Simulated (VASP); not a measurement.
# Si16B (a cell with a defect) in VASP: single point with PBEsol

Aim: the single point of Si16B (a cell with a defect) with PBEsol.

Program: VASP 6.6.1. These are calculated values, not measurements. Logs are shortened: lines on timing, memory, paths and dates and some standing lists are left out, and cuts for length are marked.

## Step 1: The cell of the first run

The cell holds a defect, 17 atoms: a = 7.679 Å, b = 7.679 Å, c = 7.679 Å, α = 60.00°, β = 60.00°, γ = 60.00°.

## Step 2: Single point, PBEsol, collinear spin

Contents of INCAR:

```
  PREC = Accurate
  ENCUT = 520
  EDIFF = 1E-6
  ISMEAR = -1
  SIGMA = 0.05
  LREAL = Auto
  LASPH = T
  NELM = 150
  ALGO = Normal
  ISIF = 2
  LWAVE = F
  LCHARG = T
  ISPIN = 2
  MAGMOM = 0 0 0 0 0 0 0 0 0 0 0 0 0 0 0 0 1
  LORBIT = 11
  GGA = PS
  LELF = T
  LVHAR = T
  NBANDS = 52
```

Contents of KPOINTS:

```
Automatic mesh
0
Gamma
  2 2 2
```

Contents of POSCAR:

```
Si16B
1.0
    0.0000000000      5.4300000000      5.4300000000
    5.4300000000      0.0000000000      5.4300000000
    5.4300000000      5.4300000000      0.0000000000
Si B
16 1
Direct
    0.0053011404      0.0076523887     -0.0060379295
    0.1280663104      0.1277916075      0.1252704231
    0.0056951841     -0.0019314917      0.4984164949
    0.1286648882      0.1269382463      0.6197949860
    0.0079933857      0.5009333956     -0.0026640369
    0.1259011880      0.6335296534      0.1203433944
    0.0081349850      0.5002745943      0.4938917236
    0.1236238961      0.6256659551      0.6251594112
    0.5003802648      0.0056716914      0.0019065123
    0.6309452115      0.1308434892      0.1201834963
    0.5011626695      0.0038385592      0.4945982387
    0.6336346629      0.1077465028      0.6301286988
    0.4970201373      0.5041164092     -0.0007685898
    0.6345426553      0.6314391906      0.1208666174
    0.4994584214      0.4878268288      0.5046361510
    0.6345052440      0.6291211273      0.6117889672
    0.6787514152      0.7248949623      0.7959683212
```

Potentials or basis: VASP PAW PBE potentials, release 64 (Si, B).

The run is started by

```sh
> cat potpaw_PBE.64/Si/POTCAR potpaw_PBE.64/B/POTCAR > POTCAR
> mpirun -np 1 vasp_std > vasp.out
```

OUTCAR:

```text
PREC = Accurate
   ENCUT = 520
   EDIFF = 1E-6
   ISMEAR = -1
   LREAL = Auto
   LASPH = T
   NELM = 150
   ISIF = 2
   ISPIN = 2
   LORBIT = 11
   GGA = PS

 ion  position               nearest neighbor table
   1  0.005  0.008  0.994-   6 2.35   4 2.35   2 2.35  10 2.35
   2  0.128  0.128  0.125-   9 2.33   5 2.34   3 2.34   1 2.35
   3  0.006  0.998  0.498-  12 2.33   8 2.34   2 2.34   4 2.34
   4  0.129  0.127  0.620-  11 2.34   3 2.34   7 2.34   1 2.35
   5  0.008  0.501  0.997-   8 2.33   2 2.34  14 2.34   6 2.34
   6  0.126  0.634  0.120-  13 2.33   5 2.34   7 2.34   1 2.35
   7  0.008  0.500  0.494-   8 2.33   4 2.34   6 2.34  16 2.34
   8  0.124  0.626  0.625-   7 2.33   5 2.33   3 2.34  15 2.36
   9  0.500  0.006  0.002-   2 2.33  12 2.34  10 2.35  14 2.35
  10  0.631  0.131  0.120-  13 2.34   9 2.35   1 2.35  11 2.35
  11  0.501  0.004  0.495-   4 2.34  12 2.34  10 2.35  16 2.35
  12  0.634  0.108  0.630-   3 2.33   9 2.34  11 2.34  15 2.38  17 2.46
  13  0.497  0.504  0.999-  17 2.19   6 2.33  10 2.34  14 2.42  16 2.43
  14  0.635  0.631  0.121-  17 2.11   5 2.34   9 2.35  15 2.41  13 2.42
  15  0.499  0.488  0.505-   8 2.36  12 2.38  16 2.41  14 2.41
  16  0.635  0.629  0.612-  17 2.10   7 2.34  11 2.35  15 2.41  13 2.43
  17  0.679  0.725  0.796-  16 2.10  14 2.11  13 2.19  12 2.46

  LATTYP: Found a face centered cubic cell.
 ALAT       =    10.8600000000

  Lattice vectors:

 A1 = (   0.0000000000,   5.4300000000,   5.4300000000)
 A2 = (   5.4300000000,   0.0000000000,   5.4300000000)
 A3 = (   5.4300000000,   5.4300000000,   0.0000000000)

Analysis of symmetry for initial positions (statically):
=====================================================================
 Subroutine PRICEL returns:
 Original cell was already a primitive cell.

 Routine SETGRP: Setting up the symmetry group for a
 face centered cubic supercell.

 Subroutine GETGRP returns: Found  1 space group operations
 (whereof  1 operations were pure point group operations)
 out of a pool of 48 trial point group operations.

The static configuration has the point symmetry C_1 .

Analysis of symmetry for dynamics (positions and initial velocities):
=====================================================================
 Subroutine PRICEL returns:
 Original cell was already a primitive cell.

 Routine SETGRP: Setting up the symmetry group for a
 face centered cubic supercell.

 Subroutine GETGRP returns: Found  1 space group operations
 (whereof  1 operations were pure point group operations)
 out of a pool of 48 trial point group operations.

The dynamic configuration has the point symmetry C_1 .

Analysis of structural, dynamic, and magnetic symmetry:
=====================================================================
 Subroutine PRICEL returns:
 Original cell was already a primitive cell.

 Routine SETGRP: Setting up the symmetry group for a
 face centered cubic supercell.

 Subroutine GETGRP returns: Found  1 space group operations
 (whereof  1 operations were pure point group operations)
 out of a pool of 48 trial point group operations.

The overall configuration has the point symmetry C_1 .

 Subroutine INISYM returns: Found  1 space group operations
 (whereof  1 operations are pure point group operations),
 and found     1 'primitive' translations

----------------------------------------------------------------------------------------

                                     Primitive cell

  volume of cell :     320.2060

  direct lattice vectors                    reciprocal lattice vectors
     0.000000000  5.430000000  5.430000000    -0.092081031  0.092081031  0.092081031
     5.430000000  0.000000000  5.430000000     0.092081031 -0.092081031  0.092081031
     5.430000000  5.430000000  0.000000000     0.092081031  0.092081031 -0.092081031

  length of vectors
     7.679179644  7.679179644  7.679179644     0.159489025  0.159489025  0.159489025
[... 75 lines left out ...]
  0.500000  0.000000  0.500000      1.000000
   k-points           NKPTS =      8   k-points in BZ     NKDIM =      8   number of bands    NBANDS=     52
   number of dos      NEDOS =    301   number of ions     NIONS =     17
   total plane-waves  NPLWV = 216000
   dimension x,y,z NGX =    60 NGY =   60 NGZ =   60
   dimension x,y,z NGXF=   120 NGYF=  120 NGZF=  120
   ions per type =              16   1
   NGX,Y,Z   is equivalent  to a cutoff of  12.99, 12.99, 12.99 a.u.
   NGXF,Y,Z  is equivalent  to a cutoff of  25.98, 25.98, 25.98 a.u.
 SYSTEM =  unknown system
   PREC   = accura    normal or accurate (medium, high low for compatibility)
   ISTART =      0    job   : 0-new  1-cont  2-samecut
   ICHARG =      2    charge: 1-file 2-atom 10-const
   ISPIN  =      2    spin polarized calculation?
   LNONCOLLINEAR =      F non collinear calculations
   LSORBIT =      F    spin-orbit coupling
   LASPH  =      T    aspherical Exc in radial PAW
   ENCUT  =  520.0 eV  38.22 Ry    6.18 a.u.  14.28 14.28 14.28*2*pi/ulx,y,z
   NELM   =    150;   NELMIN=  2; NELMDL= -5     # of ELM steps
   EDIFF  = 0.1E-05   stopping-criterion for ELM
   LREAL  =      T    real-space projection
   EDIFFG = 0.1E-04   stopping-criterion for IOM
   NSW    =      0    number of steps for IOM
   IBRION =     -1    ionic relax: 0-MD 1-quasi-New 2-CG
   NFREE  =      0    steps in history (QN), initial steepest desc. (CG)
   ISIF   =      2    stress and relaxation
   ISYM   =      2    0-nonsym 1-usesym 2-fastsym
   POTIM  = 0.5000    time-step for ionic-motion
   TEBEG  =    0.0;   TEEND  =   0.0 temperature during run
   PSTRESS=    0.0 pullay stress
   NELECT =      67.0000    total number of electrons
   NUPDOWN=      -1.0000    fix difference up-down
   EMIN   =  10.00;   EMAX   =-10.00  energy-range for DOS
   EFERMI =   0.00;   METHOD = LEGACY
   ISMEAR =    -1;   SIGMA  =   0.05  broadening in eV -4-tet -1-fermi 0-gaus
   EFERMI_NEDOS =   21; number of points for ismear=-14 and -15
   IALGO  =     38    algorithm
   IMIX   =      4    mixing-type and parameters
     AMIX     =   0.40;   BMIX     =  1.00
     AMIX_MAG =   1.60;   BMIX_MAG =  1.00
  volume/ion in A,a.u.               =      18.84       127.11
  Fermi-wavevector in a.u.,A,eV,Ry     =   0.971904  1.836632 12.852022  0.944597
  Thomas-Fermi vector in A             =   2.102159
   LORBIT       =     11    0 simple, 1 ext, 2 COOP (PROOUT), +10 PAW based schemes
   GGA     = PS    functional components
   LHFCALC =     F    Hartree Fock is set to
   AEXX    =    0.0000 exact exchange contribution
   IVDW    =     0    specifies the selected vdW correction
   LEPSILON=     F    determine dielectric tensor
   LRPA    =     F    only Hartree local field effects (RPA)
 spin polarized calculation
  energy-cutoff  :      520.00
  volume of cell :      320.21
 maximum number of plane-waves:      8646
 NGX is ok and might be reduce to    60
   NGX = 29   NGY = 29   NGZ = 29

 number of electron      67.0000000 magnetization      -0.0041014

 number of electron      67.0000000 magnetization       0.0000134

 Free energy of the ion-electron system (eV)
  ---------------------------------------------------
  ext. energy  EPLUGINS =         0.00000000
  ---------------------------------------------------
  free energy    TOTEN  =       -94.36451259 eV

  energy without entropy =      -94.33109135  energy(sigma->0) =      -94.34780197

 E-fermi :   6.3267     XC(G=0):  -9.7087

 val. band max:        6.1308708906   @ k =   0.0000   0.0000   0.5000
 cond. band min:       6.3659567231   @ k =   0.0000   0.5000   0.5000
 fundamental gap:      0.2350858326
 Fermi energy:         6.3266585924

 spin component 1

 k-point     1 :       0.0000    0.0000    0.0000
  band No.  band energies     occupation
      1      -6.3986      1.00000
      2      -4.2784      1.00000
      3      -3.9661      1.00000
      4      -3.8168      1.00000
      5      -3.6791      1.00000
      6      -2.5741      1.00000
[... 373 lines left out ...]
     44       9.8191      0.00000
     45      10.0910      0.00000
 Fermi energy:         6.3266585924

 spin component 2

 k-point     1 :       0.0000    0.0000    0.0000
  band No.  band energies     occupation
      1      -6.3986      1.00000
      2      -4.2784      1.00000
      3      -3.9661      1.00000
      4      -3.8168      1.00000
      5      -3.6791      1.00000
      6      -2.5741      1.00000
[... 373 lines left out ...]
     44       9.8191      0.00000
     45      10.0910      0.00000
 [bands above 45 left out]

------------------------ aborting loop because EDIFF is reached ----------------------------------------

  FORCE on cell =-STRESS in cart. coord.  units (eV):
  Direction    XX          YY          ZZ          XY          YZ          ZX
  --------------------------------------------------------------------------------------
  -------------------------------------------------------------------------------------
  Total        2.2500789      2.2039878      3.7900516     -1.2709713      0.5119562     -0.3771884
  in kB       11.2584560     11.0278356     18.9638375     -6.3594104      2.5616155     -1.8872935
  external PRESSURE =      13.7500431 kB  Pullay stress =       0.0000000 kB

 VOLUME and BASIS-vectors are now :
 -----------------------------------------------------------------------------
  energy-cutoff  :      520.00
  volume of cell :      320.21
      direct lattice vectors                 reciprocal lattice vectors
     0.000000000  5.430000000  5.430000000    -0.092081031  0.092081031  0.092081031
     5.430000000  0.000000000  5.430000000     0.092081031 -0.092081031  0.092081031
     5.430000000  5.430000000  0.000000000     0.092081031  0.092081031 -0.092081031

 POSITION                                       TOTAL-FORCE (eV/Angst)
 -----------------------------------------------------------------------------------
      5.43877      5.42600      0.07034        -0.007380      0.009690      0.012017
      1.37413      1.37562      1.38931        -0.000255     -0.015684     -0.000881
      8.12591      2.73733      5.45044        -0.000374      0.000420     -0.000787
      4.05476      4.06414      1.38793         0.016970     -0.001193     -0.000635
      8.13560      5.45894      2.76347        -0.000024      0.003724      0.001810
      4.09353      1.33711      4.12371         0.008683     -0.008329     -0.008114
[... 9 lines left out ...]
      6.73814      6.76738      6.86149         0.006544     -0.009748     -0.012393
      8.25829      8.00773      7.62180        -0.009528      0.008169     -0.008212
 -----------------------------------------------------------------------------------
    total drift:                               -0.002600      0.006800      0.001341

  FREE ENERGIE OF THE ION-ELECTRON SYSTEM (eV)
  ---------------------------------------------------
  free  energy   TOTEN  =       -94.3645125916 eV

  energy  without entropy=      -94.3310913509  energy(sigma->0) =      -94.34780197

 total charge

# of ion       s       p       d       tot
------------------------------------------
    1        0.740   0.958   0.000   1.698
    2        0.740   0.959   0.000   1.699
    3        0.743   0.955   0.000   1.699
    4        0.740   0.958   0.000   1.698
    5        0.751   0.938   0.000   1.689
    6        0.747   0.953   0.000   1.700
[... 9 lines left out ...]
   16        0.744   0.932   0.000   1.676
   17        0.791   0.857   0.000   1.648
--------------------------------------------------
tot         12.771  15.881   0.000  28.653

 magnetization (x)

# of ion       s       p       d       tot
------------------------------------------
    1        0.000   0.000   0.000   0.000
    2        0.000  -0.000   0.000  -0.000
    3       -0.000  -0.000   0.000  -0.000
    4        0.000  -0.000   0.000  -0.000
    5       -0.000  -0.000   0.000  -0.000
    6        0.000  -0.000   0.000   0.000
[... 9 lines left out ...]
   16       -0.000  -0.000   0.000  -0.000
   17       -0.000  -0.000   0.000  -0.000
--------------------------------------------------
tot          0.000  -0.000   0.000  -0.000
```

It took 6.9 min on 1 thread of AMD EPYC 7R43 (Zen 3), shared host; peak memory 0.67 GiB.

Results:

- Free energy: -94.3645 eV
- Pressure: 1.4 GPa
- Largest force: 0.030 eV/Å
- Net moment: 0.00 μB per cell
- Valence electrons inside the program's atomic spheres: Si 1.70, 1.69, 1.68, 1.67 (each value once); B 1.65

Forces in eV/Å, atoms in the order of the input:
```
Si  -0.007  0.010  0.012
Si   0.000 -0.016 -0.001
Si   0.000  0.000 -0.001
Si   0.017 -0.001 -0.001
Si   0.000  0.004  0.002
Si   0.009 -0.008 -0.008
Si  -0.006  0.002  0.003
Si   0.020 -0.016 -0.016
Si  -0.022 -0.004 -0.015
Si   0.002  0.000  0.024
Si   0.000  0.013 -0.015
Si  -0.015  0.017  0.005
Si  -0.011  0.002  0.026
Si   0.013  0.006 -0.010
Si   0.005 -0.007  0.014
Si   0.007 -0.010 -0.012
B   -0.010  0.008 -0.008
```

Stress tensor (GPa, compression positive):
```
 1.13 -0.64 -0.19
-0.64  1.10  0.26
-0.19  0.26  1.90
```

Levels at points of the mesh, in eV from the Fermi level:
Spin up:
```
           k point  band 31  band 32  band 33  band 34  band 35  band 36
(0.00, 0.00, 0.00)    -0.83    -0.48    -0.43    -0.24     0.13     0.14
(0.50, 0.00, 0.00)    -1.16    -1.14    -1.12     0.22     0.69     1.03
(0.00, 0.50, 0.00)    -1.18    -1.11    -1.09     0.05     0.42     1.01
(0.00, 0.00, 0.50)    -1.17    -1.14    -0.96    -0.20     0.41     1.00
(0.50, 0.50, 0.50)    -1.18    -1.13    -0.95    -0.21     0.41     0.99
(0.50, 0.50, 0.00)    -1.72    -1.70    -0.56     0.30     0.82     1.19
(0.00, 0.50, 0.50)    -1.70    -1.67    -0.59     0.04     0.68     1.25
(0.50, 0.00, 0.50)    -1.69    -1.67    -0.59     0.04     0.68     1.24
```
Spin down:
```csv
k point,band 30,band 31,band 32,band 33,band 34,band 35,band 36,band 37
"(0.00, 0.00, 0.00)",-1.51,-0.83,-0.48,-0.43,-0.24,0.13,0.14,0.23
"(0.50, 0.00, 0.00)",-1.37,-1.16,-1.14,-1.12,0.22,0.69,1.03,1.05
"(0.00, 0.50, 0.00)",-1.26,-1.18,-1.11,-1.09,0.05,0.42,1.01,1.06
"(0.00, 0.00, 0.50)",-1.26,-1.17,-1.14,-0.96,-0.20,0.41,1.00,1.05
"(0.50, 0.50, 0.50)",-1.27,-1.18,-1.13,-0.95,-0.21,0.41,0.99,1.07
"(0.50, 0.50, 0.00)",-1.83,-1.72,-1.70,-0.56,0.30,0.82,1.19,1.26
"(0.00, 0.50, 0.50)",-1.80,-1.70,-1.67,-0.59,0.04,0.68,1.25,1.37
"(0.50, 0.00, 0.50)",-1.81,-1.69,-1.67,-0.59,0.04,0.68,1.24,1.37
```

Caveat: the k points lie up to 0.50 Å⁻¹ apart; the PAW data sets were made with another functional, which shifts forces and pressure a little.
